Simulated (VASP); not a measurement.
## TiO2: single point with PBE

TiO2:

```
Ti O
1.0
    -1.92811    1.92811    4.99390
     1.92811   -1.92811    4.99390
     1.92811    1.92811   -4.99390
Ti O
2 4
Cartesian
  0.0000 0.0000 0.0000
  0.0000 1.9281 2.4970
  0.0000 0.0000 2.0625
  0.0000 1.9281 4.5595
  0.0000 1.9281 0.4344
  0.0000 0.0000 7.9253
```

This cell differs from its parent crystal: strain +0.015 along x and y, +0.030 along z.

- Program: VASP 6.6.1
- Task: single point
- Functional: PBE
- Potentials or basis: VASP PAW PBE potentials, release 64 (Ti_sv, O)
- Cutoff: 520 eV
- k mesh: 10 × 10 × 10
- Occupations: gaussian, width 0.05 eV
- Spin: no spin polarisation

```json
{
 "Pressure": "-10.2 GPa",
 "Largest force": "0.383 eV/Å",
 "Band gap on the k mesh": "1.98 eV (least direct gap 2.28 eV)"
}
```

Forces in eV/Å, atoms in the order of the input:
```
Ti   0.000  0.000  0.000
Ti   0.000  0.000  0.000
O    0.000  0.000 -0.383
O    0.000  0.000 -0.383
O    0.000  0.000  0.383
O    0.000  0.000  0.383
```

Stress tensor (GPa, compression positive):
```
 -9.31   0.00   0.00
  0.00  -9.31   0.00
  0.00   0.00 -11.93
```

Levels at points of the mesh, in eV from the valence-band top:
```tsv
k point	band 22	band 23	band 24	band 25	band 26	band 27
(0.00, 0.00, 0.00)	-0.82	-0.38	-0.38	1.98	2.54	3.64
(0.50, 0.00, 0.00)	-0.97	-0.80	-0.67	2.96	3.15	3.20
(0.50, 0.50, 0.00)	-1.91	-0.05	-0.05	2.92	2.92	3.35
(0.50, 0.50, 0.50)	-1.28	-0.13	-0.13	2.25	2.25	3.39
```

It took 13 min on 1 thread of AMD EPYC 7R13 (shared host), peak memory 0.38 GiB.

Caveat: the cell differs from its parent crystal (strain +0.015 along x and y, +0.030 along z); the cell stands under tension. A k mesh can miss the band edges.
